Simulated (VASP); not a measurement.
# SrO (P6_3/mmc) in VASP: notebook, part 2 of 2

VASP 6.6.1.

## Step 3: Single point, PBEsol

This run uses another cell than the first one, of the same volume but with other edges.

File INCAR:

```
SYSTEM = SrO
PREC = Accurate
ENCUT = 520
EDIFF = 1E-6
ISMEAR = 0
SIGMA = 0.02
LREAL = .False.
LASPH = .True.
NELM = 100
ALGO = Normal
ISIF = 2
LWAVE = .False.
LCHARG = .True.
GGA = PS
LELF = .True.
LVHAR = .True.
NBANDS = 24
```

File KPOINTS:

```
regular mesh
0
Gamma
  6 6 4
  0 0 0
```

File POSCAR:

```
SrO
1.0
    3.4348470000      0.0000000000      0.0000000000
   -1.7174186667      2.9746653333      0.0000000000
    0.0000000000      0.0000000000      6.6534720571
Sr O
2 2
Direct
    0.3333333333      0.6666666667      0.2500000000
    0.6666666667      0.3333333333      0.7500000000
    0.0000000000      0.0000000000      0.0000000000
    0.0000000000      0.0000000000      0.5000000000
```

Potentials or basis: VASP PAW PBE potentials, release 64 (Sr_sv, O).

The run is started by

```console
$ cat potpaw_PBE.64/Sr_sv/POTCAR potpaw_PBE.64/O/POTCAR > POTCAR
$ mpirun -np 1 vasp_std > vasp.out
```

OUTCAR:

```text
SYSTEM = SrO
   PREC = Accurate
   ENCUT = 520
   EDIFF = 1E-6
   ISMEAR = 0
   LREAL = .False.
   LASPH = .True.
   NELM = 100
   ISIF = 2
   GGA = PS

 ion  position               nearest neighbor table
   1  0.333  0.667  0.250-   3 2.59   4 2.59   3 2.59   4 2.59   3 2.59   4 2.59   2 3.87   2 3.87
                             2 3.87   2 3.87   2 3.87   2 3.87
   2  0.667  0.333  0.750-   3 2.59   4 2.59   3 2.59   4 2.59   3 2.59   4 2.59   1 3.87   1 3.87
                             1 3.87   1 3.87   1 3.87   1 3.87
   3  0.000  0.000  0.000-   1 2.59   2 2.59   1 2.59   2 2.59   2 2.59   1 2.59
   4  0.000  0.000  0.500-   1 2.59   2 2.59   1 2.59   2 2.59   2 2.59   1 2.59
[... 767 lines left out ...]
  -------------------------------------------------------------------------------------
  Total        1.6691140      1.6691146     -7.1028360      0.0000027      0.0000000      0.0000000
  in kB       39.3371357     39.3371508   -167.3973296      0.0000639      0.0000000      0.0000000
  external PRESSURE =     -29.5743477 kB  Pullay stress =       0.0000000 kB

 VOLUME and BASIS-vectors are now :
 -----------------------------------------------------------------------------
  energy-cutoff  :      520.00
  volume of cell :       67.98
      direct lattice vectors                 reciprocal lattice vectors
     3.434847000  0.000000000  0.000000000     0.291133783  0.168085662  0.000000000
    -1.717418667  2.974665333  0.000000000     0.000000000  0.336172271  0.000000000
     0.000000000  0.000000000  6.653472057     0.000000000  0.000000000  0.150297467

 POSITION                                       TOTAL-FORCE (eV/Angst)
 -----------------------------------------------------------------------------------
      0.00000      1.98311      1.66337         0.000000     -0.000000     -0.000000
      1.71743      0.99156      4.99010        -0.000000      0.000000      0.000000
      0.00000      0.00000      0.00000        -0.000000      0.000000      0.000000
      0.00000      0.00000      3.32674        -0.000000      0.000000      0.000000
 -----------------------------------------------------------------------------------
    total drift:                               -0.000000      0.000000      0.000000

  FREE ENERGIE OF THE ION-ELECTRON SYSTEM (eV)
  ---------------------------------------------------
  free  energy   TOTEN  =       -24.6481656390 eV

  energy  without entropy=      -24.6481656390  energy(sigma->0) =      -24.64816564
```

stdout:

```text
POSCAR found type information on POSCAR SrO
 POSCAR found :  2 types and       4 ions
 scaLAPACK will be used
 -----------------------------------------------------------------------------
|                                                                             |
|                                                                             |
|     You enforced a specific xc type in the INCAR file but a different       |
|     I HOPE YOU KNOW WHAT YOU ARE DOING!                                     |
|                                                                             |
 -----------------------------------------------------------------------------

 LDA part: xc-table for (Slater+PW92), standard interpolation
 POSCAR, INCAR and KPOINTS ok, starting setup
 FFT: planning ... GRIDC
 FFT: planning ... GRID_SOFT
 FFT: planning ... GRID
 WAVECAR not read
 entering main loop
```

Run time: 34 s. Hardware: 1 thread of Intel Xeon Platinum 8259CL at 2.50GHz (Skylake/Cascade Lake), shared host; peak memory 0.2 GiB.

What came out:

```yaml
Free_energy: -24.6482 eV
Pressure: -3.0 GPa
Band_gap_on_the_k_mesh: 3.04 eV, direct
```

Levels at points of the mesh, in eV from the valence-band top:
```tsv
k point	band 13	band 14	band 15	band 16	band 17	band 18	band 19	band 20
(0.00, 0.00, 0.00)	-0.39	-0.21	-0.21	0.00	3.04	5.04	5.07	6.33
(0.50, 0.00, 0.00)	-1.03	-0.89	-0.25	-0.06	3.12	5.53	6.09	8.69
(0.00, 0.00, 0.50)	-0.31	-0.31	-0.31	-0.31	4.46	4.46	6.20	6.20
(0.50, 0.00, 0.50)	-1.15	-1.15	-0.49	-0.49	4.29	4.29	7.05	7.05
```

Caveat: the PAW data sets were made with another functional, which shifts forces and pressure a little. A k mesh can miss the band edges.

## Step 4: Single point, PBEsol

This run uses another cell than the first one, of the same volume but with other edges.

File INCAR:

```
SYSTEM = SrO
PREC = Accurate ; ENCUT = 520
EDIFF = 1E-6 ; ISMEAR = 0
SIGMA = 0.02 ; LREAL = .False.
LASPH = .True. ; NELM = 100
ALGO = Normal ; ISIF = 2
LWAVE = .False. ; LCHARG = .False.
GGA = PS ; NBANDS = 24
```

KPOINTS is that of step 3.

File POSCAR:

```
SrO
1.0
    3.4940685000      0.0000000000      0.0000000000
   -1.7470293333      3.0259526667      0.0000000000
    0.0000000000      0.0000000000      6.4298419994
Sr O
2 2
Direct
    0.3333333333      0.6666666667      0.2500000000
    0.6666666667      0.3333333333      0.7500000000
    0.0000000000      0.0000000000      0.0000000000
    0.0000000000      0.0000000000      0.5000000000
```

The run is started by

```console
$ cat potpaw_PBE.64/Sr_sv/POTCAR potpaw_PBE.64/O/POTCAR > POTCAR
$ mpirun -np 1 vasp_std > vasp.out
```

Wall time 31 s (1 thread of Intel Xeon Platinum 8259CL at 2.50GHz (Skylake/Cascade Lake), shared host); peak memory 0.19 GiB.

Results (log left out):

| Quantity | Value |
| --- | --- |
| Free energy | -24.8710 eV |
| Pressure | -2.3 GPa |
| Band gap on the k mesh | 3.07 eV, direct |

Stress tensor (GPa, compression positive):
```
 1.06  0.00  0.00
 0.00  1.06  0.00
 0.00  0.00 -9.12
```

Levels at points of the mesh, in eV from the valence-band top:
```tsv
k point	band 12	band 13	band 14	band 15	band 16	band 17	band 18	band 19	band 20	band 21
(0.00, 0.00, 0.00)	-0.71	-0.71	-0.50	-0.50	0.00	3.07	4.99	5.05	6.27	6.27
(0.50, 0.00, 0.00)	-1.47	-1.19	-1.17	-0.29	-0.25	3.09	5.66	6.03	8.41	8.68
(0.00, 0.00, 0.50)	-1.56	-0.62	-0.62	-0.62	-0.62	4.58	4.58	6.02	6.02	7.16
(0.50, 0.00, 0.50)	-1.64	-1.20	-1.20	-0.74	-0.74	4.31	4.31	6.89	6.89	9.49
```

Caveat: the PAW data sets were made with another functional, which shifts forces and pressure a little.

## Step 5: Single point, PBEsol

This run uses another cell than the first one, of the same volume but with other edges.

File INCAR:

```
PREC = Accurate
ENCUT = 520
EDIFF = 1E-6
ISMEAR = 0
SIGMA = 0.02
LREAL = F
LASPH = T
NELM = 60
ALGO = Normal
ISIF = 2
LWAVE = F
LCHARG = F
GGA = PS
NBANDS = 24
```

File KPOINTS:

```
Automatic mesh
0
Gamma
  6 6 4
```

File POSCAR:

```
SrO
1.0
    3.5532900000      0.0000000000      0.0000000000
   -1.7766400000      3.0772400000      0.0000000000
    0.0000000000      0.0000000000      6.2173000000
Sr O
2 2
Direct
    0.3333333333      0.6666666667      0.2500000000
    0.6666666667      0.3333333333      0.7500000000
    0.0000000000      0.0000000000      0.0000000000
    0.0000000000      0.0000000000      0.5000000000
```

The run is started by

```console
$ cat potpaw_PBE.64/Sr_sv/POTCAR potpaw_PBE.64/O/POTCAR > POTCAR
$ mpirun -np 1 vasp_std > vasp.out
```

Run time: 29 s. Hardware: 1 thread of Intel Xeon Platinum 8259CL at 2.50GHz (Skylake/Cascade Lake), shared host; peak memory 0.19 GiB.

The run converged. Its results:

* Free energy: -24.9471 eV
* Pressure: -1.8 GPa
* Band gap on the k mesh: 2.93 eV, direct

Stress tensor (GPa, compression positive):
```
-1.61  0.00  0.00
 0.00 -1.61  0.00
 0.00  0.00 -2.21
```

Levels at points of the mesh, in eV from the valence-band top:
| k point | band 13 | band 14 | band 15 | band 16 | band 17 | band 18 | band 19 | band 20 |
| --- | --- | --- | --- | --- | --- | --- | --- | --- |
| (0.00, 0.00, 0.00) | -1.04 | -0.79 | -0.78 | 0.00 | 2.93 | 4.95 | 5.05 | 6.14 |
| (0.50, 0.00, 0.00) | -1.45 | -1.37 | -0.54 | -0.25 | 2.96 | 5.62 | 5.89 | 8.15 |
| (0.00, 0.00, 0.50) | -0.94 | -0.94 | -0.94 | -0.94 | 4.57 | 4.57 | 5.87 | 5.87 |
| (0.50, 0.00, 0.50) | -1.28 | -1.28 | -1.00 | -1.00 | 4.22 | 4.22 | 6.63 | 6.63 |

Caveat: the PAW data sets were made with another functional, which shifts forces and pressure a little. A k mesh can miss the band edges.

## Step 6: Single point, PBEsol

This run uses another cell than the first one, of the same volume but with other edges.

INCAR is that of step 5.

KPOINTS is that of step 5.

File POSCAR:

```
SrO
1.0
    3.6125115000      0.0000000000      0.0000000000
   -1.8062506667      3.1285273333      0.0000000000
    0.0000000000      0.0000000000      6.0151249664
Sr O
2 2
Direct
    0.3333333333      0.6666666667      0.2500000000
    0.6666666667      0.3333333333      0.7500000000
    0.0000000000      0.0000000000      0.0000000000
    0.0000000000      0.0000000000      0.5000000000
```

Potentials or basis: VASP PAW PBE potentials, release 64 (Sr_sv, O).

The run is started by

```console
$ cat potpaw_PBE.64/Sr_sv/POTCAR potpaw_PBE.64/O/POTCAR > POTCAR
$ mpirun -np 1 vasp_std > vasp.out
```

It took 29 s on 1 thread of Intel Xeon Platinum 8259CL at 2.50GHz (Skylake/Cascade Lake), shared host; peak memory 0.19 GiB.

Results (log left out):

```yaml
Free_energy: -24.8929 eV
Pressure: -1.4 GPa
Band_gap_on_the_k_mesh: 2.65 eV, direct
```

Stress tensor (GPa, compression positive):
```
-4.13  0.00  0.00
 0.00 -4.13  0.00
 0.00  0.00  4.09
```

Levels at points of the mesh, in eV from the valence-band top:
| k point | band 13 | band 14 | band 15 | band 16 | band 17 | band 18 | band 19 | band 20 |
| --- | --- | --- | --- | --- | --- | --- | --- | --- |
| (0.00, 0.00, 0.00) | -1.38 | -1.07 | -1.07 | 0.00 | 2.65 | 4.71 | 5.19 | 5.94 |
| (0.50, 0.00, 0.00) | -1.60 | -1.56 | -0.81 | -0.24 | 2.73 | 5.40 | 5.69 | 7.98 |
| (0.00, 0.00, 0.50) | -1.27 | -1.27 | -1.27 | -1.27 | 4.44 | 4.44 | 5.71 | 5.71 |
| (0.50, 0.00, 0.50) | -1.38 | -1.38 | -1.27 | -1.27 | 4.05 | 4.05 | 6.29 | 6.29 |

Caveat: the PAW data sets were made with another functional, which shifts forces and pressure a little.

## Step 7: Summary

```tsv
cell	gap on the mesh (eV)	pressure (GPa)
a = 3.376, b = 3.376, c = 6.889 Å, angles 90.0, 90.0, 120.0°, 4 atoms	2.68	-3.6
a = 3.435, b = 3.435, c = 6.653 Å, angles 90.0, 90.0, 120.0°, 4 atoms	3.04	-3.0
a = 3.494, b = 3.494, c = 6.430 Å, angles 90.0, 90.0, 120.0°, 4 atoms	3.07	-2.3
a = 3.553, b = 3.553, c = 6.217 Å, angles 90.0, 90.0, 120.0°, 4 atoms	2.93	-1.8
a = 3.613, b = 3.613, c = 6.015 Å, angles 90.0, 90.0, 120.0°, 4 atoms	2.65	-1.4
```

Alike in all rows: task single point; level PBEsol; potentials or basis VASP PAW PBE potentials, release 64 (Sr_sv, O); no spin polarisation; k mesh 6 × 6 × 4; cutoff (eV) 520; smearing gaussian 0.02 eV.

Caveats: the PAW data sets were made with another functional, which shifts forces and pressure a little.

Total energies depend on the potentials used, so only differences within one code and one set of settings carry meaning.
